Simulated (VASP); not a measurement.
# MoRu (P-6m2) in VASP: single point with LDA

Aim: the single point of MoRu with LDA.

Program: VASP 6.6.1. These are calculated values, not measurements. Logs are shortened: lines on timing, memory, paths and dates and some standing lists are left out, and cuts for length are marked.

### Step 1. The cell of the first run

Symmetry: P-6m2, No. 187, hexagonal system. Conventional cell: a = 2.722 Å, b = 2.722 Å, c = 4.375 Å, α = 90.00°, β = 90.00°, γ = 120.00°. Within 3.6 Å of Mo (site symmetry -6m2) lie 6 Ru at 2.69 Å and 6 Mo at 2.72 Å. Ru (site symmetry -6m2) has 6 Mo at 2.69 Å and 6 Ru at 2.72 Å within 3.6 Å.

### Step 2. Single point, LDA

File INCAR:

```
  ALGO = Normal
  EDIFF = 1E-6
  ENCUT = 560
  GGA_COMPAT = False
  ISIF = 2
  ISMEAR = -1
  LASPH = True
  LCHARG = True
  LELF = True
  LREAL = False
  LVHAR = True
  LWAVE = False
  NBANDS = 22
  NELM = 120
  PREC = Accurate
  SIGMA = 0.1
```

File KPOINTS:

```
k-points
0
Gamma
  8 8 5
```

File POSCAR:

```
MoRu
1.0
    2.7223014795      0.0000000000      0.0000000000
   -1.3611507398      2.3575822380      0.0000000000
    0.0000000000      0.0000000000      4.3751316135
Mo Ru
1 1
Direct
    0.6666666667      0.3333333333      0.0000000000
    0.3333333333      0.6666666667      0.5000000000
```

Potentials or basis: VASP PAW LDA potentials, release 64 (Mo_sv, Ru_sv).

Run with:

```console
> cat potpaw_LDA.64/Mo_sv/POTCAR potpaw_LDA.64/Ru_sv/POTCAR > POTCAR
> mpirun -np 1 vasp_std > vasp.out
```

OUTCAR:

```text
EDIFF = 1E-6
   ENCUT = 560
   ISIF = 2
   ISMEAR = -1
   LASPH = True
   LREAL = False
   NELM = 120
   PREC = Accurate

 ion  position               nearest neighbor table
   1  0.667  0.333  0.000-   2 2.69   2 2.69   2 2.69   2 2.69   2 2.69   2 2.69
   2  0.333  0.667  0.500-   1 2.69   1 2.69   1 2.69   1 2.69   1 2.69   1 2.69

  LATTYP: Found a hexagonal cell.
 ALAT       =     2.7223014795
 C/A-ratio  =     1.6071444131

  Lattice vectors:

 A1 = (   2.7223014795,   0.0000000000,   0.0000000000)
 A2 = (  -1.3611507398,   2.3575822380,   0.0000000000)
 A3 = (   0.0000000000,   0.0000000000,   4.3751316135)

Analysis of symmetry for initial positions (statically):
=====================================================================
 Subroutine PRICEL returns:
 Original cell was already a primitive cell.

 Routine SETGRP: Setting up the symmetry group for a
 hexagonal supercell.

 Subroutine GETGRP returns: Found 12 space group operations
 (whereof 12 operations were pure point group operations)
 out of a pool of 24 trial point group operations.

The static configuration has the point symmetry D_3h.

Analysis of symmetry for dynamics (positions and initial velocities):
=====================================================================
 Subroutine PRICEL returns:
 Original cell was already a primitive cell.

 Routine SETGRP: Setting up the symmetry group for a
 hexagonal supercell.

 Subroutine GETGRP returns: Found 12 space group operations
 (whereof 12 operations were pure point group operations)
 out of a pool of 24 trial point group operations.

The dynamic configuration has the point symmetry D_3h.

 Subroutine INISYM returns: Found 12 space group operations
 (whereof 12 operations are pure point group operations),
 and found     1 'primitive' translations

----------------------------------------------------------------------------------------

                                     Primitive cell

  volume of cell :      28.0798

  direct lattice vectors                    reciprocal lattice vectors
     2.722301480  0.000000000  0.000000000     0.367336244  0.212081679  0.000000000
    -1.361150740  2.357582238  0.000000000     0.000000000  0.424163358  0.000000000
     0.000000000  0.000000000  4.375131613     0.000000000  0.000000000  0.228564553

  length of vectors
     2.722301480  2.722301480  4.375131613     0.424163358  0.424163358  0.228564553

  position of ions in fractional coordinates (direct lattice)
     0.666666667  0.333333333  0.000000000
     0.333333333  0.666666667  0.500000000

  ion indices of the primitive-cell ions
   primitive index   ion index
                 1           1
                 2           2

----------------------------------------------------------------------------------------

 KPOINTS: k-points

Automatic generation of k-mesh.
 Grid dimensions read from file:
 generate k-points for:    8    8    5

 Generating k-lattice:

  Cartesian coordinates                     Fractional coordinates (reciprocal lattice)
     0.045917030  0.026510210  0.000000000     0.125000000  0.000000000  0.000000000
     0.000000000  0.053020420  0.000000000     0.000000000  0.125000000  0.000000000
     0.000000000  0.000000000  0.045712911     0.000000000  0.000000000  0.200000000

  Length of vectors
     0.053020420  0.053020420  0.045712911

  Shift w.r.t. Gamma in fractional coordinates (k-lattice)
     0.000000000  0.000000000  0.000000000

 Subroutine IBZKPT returns following result:
 ===========================================

 Found     30 irreducible k-points:

 Following reciprocal coordinates:
            Coordinates               Weight
  0.000000  0.000000  0.000000      1.000000
  0.125000  0.000000  0.000000      6.000000
  0.250000  0.000000  0.000000      6.000000
  0.375000  0.000000  0.000000      6.000000
  0.500000  0.000000  0.000000      3.000000
  0.125000  0.125000  0.000000      6.000000
[... 16 lines left out ...]
  0.250000  0.000000  0.400000     12.000000
  0.375000  0.000000  0.400000     12.000000
 [... further k-points ...]
   k-points           NKPTS =     30   k-points in BZ     NKDIM =     30   number of bands    NBANDS=     22
   number of dos      NEDOS =    301   number of ions     NIONS =      2
   total plane-waves  NPLWV =  20736
   dimension x,y,z NGX =    24 NGY =   24 NGZ =   36
   dimension x,y,z NGXF=    48 NGYF=   48 NGZF=   72
   ions per type =               1   1
   NGX,Y,Z   is equivalent  to a cutoff of  14.66, 14.66, 13.68 a.u.
   NGXF,Y,Z  is equivalent  to a cutoff of  29.31, 29.31, 27.36 a.u.
 SYSTEM =  unknown system
   PREC   = accura    normal or accurate (medium, high low for compatibility)
   ISTART =      0    job   : 0-new  1-cont  2-samecut
   ICHARG =      2    charge: 1-file 2-atom 10-const
   ISPIN  =      1    spin polarized calculation?
   LNONCOLLINEAR =      F non collinear calculations
   LSORBIT =      F    spin-orbit coupling
   LASPH  =      T    aspherical Exc in radial PAW
   ENCUT  =  560.0 eV  41.16 Ry    6.42 a.u.   5.25  5.25  8.44*2*pi/ulx,y,z
   NELM   =    120;   NELMIN=  2; NELMDL= -5     # of ELM steps
   EDIFF  = 0.1E-05   stopping-criterion for ELM
   LREAL  =      F    real-space projection
   EDIFFG = 0.1E-04   stopping-criterion for IOM
   NSW    =      0    number of steps for IOM
   IBRION =     -1    ionic relax: 0-MD 1-quasi-New 2-CG
   NFREE  =      0    steps in history (QN), initial steepest desc. (CG)
   ISIF   =      2    stress and relaxation
   ISYM   =      2    0-nonsym 1-usesym 2-fastsym
   POTIM  = 0.5000    time-step for ionic-motion
   TEBEG  =    0.0;   TEEND  =   0.0 temperature during run
   PSTRESS=    0.0 pullay stress
   NELECT =      30.0000    total number of electrons
   NUPDOWN=      -1.0000    fix difference up-down
   EMIN   =  10.00;   EMAX   =-10.00  energy-range for DOS
   EFERMI =   0.00;   METHOD = LEGACY
   ISMEAR =    -1;   SIGMA  =   0.10  broadening in eV -4-tet -1-fermi 0-gaus
   EFERMI_NEDOS =   21; number of points for ismear=-14 and -15
   IALGO  =     38    algorithm
   IMIX   =      4    mixing-type and parameters
     AMIX     =   0.40;   BMIX     =  1.00
     AMIX_MAG =   1.60;   BMIX_MAG =  1.00
  volume/ion in A,a.u.               =      14.04        94.75
  Fermi-wavevector in a.u.,A,eV,Ry     =   1.673596  3.162637 38.108859  2.800922
  Thomas-Fermi vector in A             =   2.758539
   LORBIT       =      0    0 simple, 1 ext, 2 COOP (PROOUT), +10 PAW based schemes
   GGA     = CA    functional components
   LHFCALC =     F    Hartree Fock is set to
   AEXX    =    0.0000 exact exchange contribution
   IVDW    =     0    specifies the selected vdW correction
   LEPSILON=     F    determine dielectric tensor
   LRPA    =     F    only Hartree local field effects (RPA)
 non-spin polarized calculation
  energy-cutoff  :      560.00
  volume of cell :       28.08
 maximum number of plane-waves:       854
 NGX is ok and might be reduce to    24
   NGX = 11   NGY = 11   NGZ = 17

 number of electron      29.9999997 magnetization

 Free energy of the ion-electron system (eV)
  ---------------------------------------------------
  ext. energy  EPLUGINS =         0.00000000
  ---------------------------------------------------
  free energy    TOTEN  =       -22.75955607 eV

  energy without entropy =      -22.71860988  energy(sigma->0) =      -22.73908297

 E-fermi :  13.9586     XC(G=0): -14.2503

 val. band max:       13.9260421243   @ k =   0.3750   0.2500   0.2000
 cond. band min:      14.0300161973   @ k =   0.3750   0.2500   0.4000
 fundamental gap:      0.1039740731
 Fermi energy:        13.9586498662

 k-point     1 :       0.0000    0.0000    0.0000
  band No.  band energies     occupation
      1     -58.1914      2.00000
      2     -46.4465      2.00000
      3     -28.4709      2.00000
      4     -28.0359      2.00000
      5     -28.0359      2.00000
      6     -20.7342      2.00000
[... 14 lines left out ...]
     21      25.3528      0.00000
     22      28.0420      0.00000

 k-point     2 :       0.1250    0.0000    0.0000
  band No.  band energies     occupation
      1     -58.1765      2.00000
      2     -46.4122      2.00000
      3     -28.4494      2.00000
      4     -28.1436      2.00000
      5     -28.0614      2.00000
      6     -20.7135      2.00000
[... 14 lines left out ...]
     21      25.2695      0.00000
     22      29.2465      0.00000

 k-point     3 :       0.2500    0.0000    0.0000
  band No.  band energies     occupation
      1     -58.1403      2.00000
      2     -46.3283      2.00000
      3     -28.3991      2.00000
      4     -28.3971      2.00000
      5     -28.1227      2.00000
      6     -20.6664      2.00000
[... 14 lines left out ...]
     21      24.8767      0.00000
     22      28.9705      0.00000

 k-point     4 :       0.3750    0.0000    0.0000
  band No.  band energies     occupation
      1     -58.1039      2.00000
      2     -46.2431      2.00000
      3     -28.6485      2.00000
      4     -28.3446      2.00000
      5     -28.1834      2.00000
      6     -21.1604      2.00000
[... 14 lines left out ...]
     21      25.1929      0.00000
     22      25.5643      0.00000

 k-point     5 :       0.5000    0.0000    0.0000
  band No.  band energies     occupation
      1     -58.0888      2.00000
      2     -46.2074      2.00000
      3     -28.7502      2.00000
      4     -28.3227      2.00000
      5     -28.2084      2.00000
      6     -21.3587      2.00000
[... 14 lines left out ...]
     21      25.5623      0.00000
     22      26.2722      0.00000

 k-point     6 :       0.1250    0.1250    0.0000
  band No.  band energies     occupation
      1     -58.1509      2.00000
      2     -46.3531      2.00000
      3     -28.4125      2.00000
      4     -28.3129      2.00000
      5     -28.1172      2.00000
      6     -20.6777      2.00000
[... 14 lines left out ...]
     21      25.0338      0.00000
     22      30.1642      0.00000

 k-point     7 :       0.2500    0.1250    0.0000
  band No.  band energies     occupation
      1     -58.1146      2.00000
      2     -46.2683      2.00000
      3     -28.5389      2.00000
      4     -28.3600      2.00000
      5     -28.2047      2.00000
      6     -20.9429      2.00000
[... 324 lines left out ...]
      6     -21.0994      2.00000
[... 14 lines left out ...]
     21      24.3632      0.00000
     22      27.2726      0.00000

 k-point    21 :       0.0000    0.0000    0.4000
  band No.  band energies     occupation
      1     -58.1909      2.00000
      2     -46.4506      2.00000
      3     -28.4211      2.00000
      4     -28.0352      2.00000
      5     -28.0352      2.00000
      6     -20.8280      2.00000
[... 14 lines left out ...]
     21      27.3091      0.00000
     22      28.3098      0.00000

 k-point    22 :       0.1250    0.0000    0.4000
  band No.  band energies     occupation
      1     -58.1760      2.00000
      2     -46.4157      2.00000
      3     -28.4078      2.00000
      4     -28.1453      2.00000
      5     -28.0606      2.00000
      6     -20.7903      2.00000
[... 14 lines left out ...]
     21      28.3890      0.00000
     22      28.8142      0.00000

 k-point    23 :       0.2500    0.0000    0.4000
  band No.  band energies     occupation
      1     -58.1400      2.00000
      2     -46.3304      2.00000
      3     -28.4068      2.00000
      4     -28.3749      2.00000
      5     -28.1215      2.00000
      6     -20.7015      2.00000
[... 14 lines left out ...]
     21      28.3816      0.00000
     22      29.9689      0.00000

 k-point    24 :       0.3750    0.0000    0.4000
  band No.  band energies     occupation
      1     -58.1037      2.00000
      2     -46.2437      2.00000
      3     -28.6595      2.00000
      4     -28.3441      2.00000
      5     -28.1818      2.00000
      6     -21.1368      2.00000
[... 14 lines left out ...]
     21      26.4321      0.00000
     22      28.3115      0.00000

 [... further k-points ...]

------------------------ aborting loop because EDIFF is reached ----------------------------------------

  FORCE on cell =-STRESS in cart. coord.  units (eV):
  Direction    XX          YY          ZZ          XY          YZ          ZX
  --------------------------------------------------------------------------------------
  -------------------------------------------------------------------------------------
  Total        0.3176706      0.3176706     -0.1516590     -0.0000000      0.0000000      0.0000000
  in kB       18.1256421     18.1256421     -8.6533543     -0.0000000      0.0000000      0.0000000
  external PRESSURE =       9.1993099 kB  Pullay stress =       0.0000000 kB

 VOLUME and BASIS-vectors are now :
 -----------------------------------------------------------------------------
  energy-cutoff  :      560.00
  volume of cell :       28.08
      direct lattice vectors                 reciprocal lattice vectors
     2.722301480  0.000000000  0.000000000     0.367336244  0.212081679  0.000000000
    -1.361150740  2.357582238  0.000000000     0.000000000  0.424163358  0.000000000
     0.000000000  0.000000000  4.375131613     0.000000000  0.000000000  0.228564553

 POSITION                                       TOTAL-FORCE (eV/Angst)
 -----------------------------------------------------------------------------------
      1.36115      0.78586      0.00000        -0.000000      0.000000      0.000000
     -0.00000      1.57172      2.18757         0.000000     -0.000000      0.000000
 -----------------------------------------------------------------------------------
    total drift:                                0.000000     -0.000000     -0.000000

  FREE ENERGIE OF THE ION-ELECTRON SYSTEM (eV)
  ---------------------------------------------------
  free  energy   TOTEN  =       -22.7595560697 eV

  energy  without entropy=      -22.7186098784  energy(sigma->0) =      -22.73908297
```

It took 17 s on 1 thread of AMD EPYC 7R13 (Zen 3), shared host; peak memory 0.12 GiB.

Results:

```
Free energy            : -22.7596 eV
Pressure               : 0.9 GPa
Band gap on the k mesh : zero (bands 15 and 16 overlap by 2.48 eV)
```

The gap in the log of VASP goes by the Fermi energy; the results here count the filled bands.